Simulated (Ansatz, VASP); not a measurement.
# Si2C3 in VASP and in Ansatz

```xyz
5
Lattice="2.8068 0.0000 0.0000 -1.4034 2.4308 0.0000 0.0000 0.0000 8.7229" Properties=species:S:1:pos:R:3 pbc="T T T"
Si    0.0000    0.0000    7.4487
Si    0.0000    0.0000    1.2741
C     0.0000    0.0000    3.0855
C     0.0000    0.0000    4.3614
C     0.0000    0.0000    5.6373
```

Alike in both runs: functional PBE; k mesh 18 × 18 × 6; occupations gaussian, width 0.1 eV; no spin polarisation.

Ansatz relaxed the structure, and its values are those at the end. VASP's run is a single point on that final structure, the one shown.

|  | VASP | Ansatz |
| --- | --- | --- |
| version | VASP 6.6.1 | Ansatz 0.2.0 |
| potentials or method | VASP PAW PBE potentials, release 64 (Si, C), cutoff 520 eV | scalar-relativistic, plane waves, PAW |
| valence electrons in the cell | 20 | 20 |

Ansatz gave:

```
gap on the k mesh at the Fermi level (eV) : none
pressure (GPa)                            : 0.0
rms of the force components (eV/Å)        : 0.000
```

Task: What did VASP give for the same quantities?

Result: gap on the k mesh at the Fermi level (eV): none; pressure (GPa): 0.0; rms of the force components (eV/Å): 0.015.

A gap of «none» marks a metal or a gap that the smearing closes.
